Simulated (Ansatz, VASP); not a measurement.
**One calculation of Ba2C, two programs**

```
C Ba
1.0
     0.00000    3.43506    3.43506
     3.43506    0.00000    3.43506
     3.43506    3.43506    0.00000
C Ba
1 2
Direct
  0.00000 0.00000 0.00000
  0.25000 0.25000 0.25000
  0.75000 0.75000 0.75000
```

Alike in both runs: task single point; functional r2SCAN; k mesh 6 × 6 × 6; occupations fermi-dirac, width 0.02 eV; no spin polarisation.

|  | VASP | Ansatz |
| --- | --- | --- |
| version | VASP 6.6.1 | Ansatz 0.2.0 |
| potentials or method | VASP PAW PBE potentials, release 64 (C, Ba_sv) | plane waves, PAW |
| plane-wave cutoff (eV) | 520 | 500 |
| valence electrons in the cell | 24 | 24 |

Ansatz gave:

| Item | Value |
| --- | --- |
| pressure (GPa) | 2.6 |

Q: Which values does VASP return?

A: Pressure (GPa): 4.3.

VASP's potentials were made for PBE, not for r2SCAN. With one functional, cell and mesh, what is left measures potentials, basis and numerics.

Spin-orbit coupling is off throughout.
